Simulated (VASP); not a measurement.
Set up this calculation in VASP 6.6.1, as the native input.

| Item | Value |
| --- | --- |
| Task | single point |
| Functional | PBE |
| Potentials or basis | VASP PAW PBE potentials, release 64 (Na_pv, I) |
| Cutoff | 500 eV |
| k mesh | 2 × 2 × 2 |
| Occupations | gaussian, width 0.01 eV |
| Spin | no spin polarisation |
| Dipole correction | no |
| Further INCAR settings | ALGO = Normal; EDIFF = 1e-06; NBANDS = 14 |

The structure of NaI lies in POSCAR:

```
NaI
1.0
    0.0000000000      3.2364000000      3.2364000000
    3.2364000000      0.0000000000      3.2364000000
    3.2364000000      3.2364000000      0.0000000000
Na I
1 1
Direct
    0.0000000000      0.0000000000      0.0000000000
    0.5000000000      0.5000000000      0.5000000000
```

The input as run:

INCAR

```
SYSTEM = NaI
PREC = Accurate
ENCUT = 500
EDIFF = 1E-6
ISMEAR = 0
SIGMA = 0.01
LREAL = .False.
LASPH = .True.
NELM = 120
ALGO = Normal
ISIF = 2
LWAVE = .False.
LCHARG = .False.
GGA = PE
NBANDS = 14
GGA_COMPAT = .False.
```

KPOINTS

```
Automatic mesh
0
Gamma
  2 2 2
  0 0 0
```

Potentials or basis: VASP PAW PBE potentials, release 64 (Na_pv, I).

Run with:

```console
$ cat potpaw_PBE.64/Na_pv/POTCAR potpaw_PBE.64/I/POTCAR > POTCAR
$ mpirun -np 1 vasp_std > vasp.out
```

It gave:

* Pressure: 2.7 GPa
* Band gap on the k mesh: 3.57 eV, direct

Caveat: the k points lie up to 0.84 Å⁻¹ apart; spin-orbit coupling is left out, which moves the levels of the heavy elements.

It took 14 s on 1 thread of Intel Xeon 8259CL, on a shared host, peak memory 0.2 GiB.
